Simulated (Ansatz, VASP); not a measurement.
CoO: VASP beside Ansatz

```
Co O
1.0
     1.60222    0.92504    2.56647
    -1.60222    0.92504    2.56647
     0.00000   -1.85008    2.56647
Co O
1 1
Direct
  0.99898 0.99898 0.99898
  0.75102 0.75102 0.75102
```

Alike in both runs: task single point; functional PBE; k mesh 9 × 9 × 9; occupations fermi-dirac, width 0.05 eV; collinear spin; fixed moment 2.5 μB.

|  | VASP | Ansatz |
| --- | --- | --- |
| version | VASP 6.6.1 | Ansatz 0.2.0 |
| potentials or method | VASP PAW PBE potentials, release 64 (Co_sv, O) | Ansatz PAW |
| plane-wave cutoff (eV) | 600 | 420 |
| valence electrons in the cell | 23 | 23 |

```csv
,VASP,Ansatz,Ansatz less VASP
pressure (GPa),-4.4,-2.5,+1.91
"traceless stress, the component that is largest in VASP (GPa)",3.18,3.18,+0.001
rms of the force components (eV/Å),0.126,0.126,0.0000
net moment per atom (μB),1.25,1.25,0.000
size of the moment on the site where the two differ most (μB),2.13,2.03,-0.107
```

Site moments also hang on the region over which each program counts them. Atom by atom the forces differ by 0.000 eV/Å (rms over components). The functional is the same, so the differences come from potentials, cutoffs and numerics.
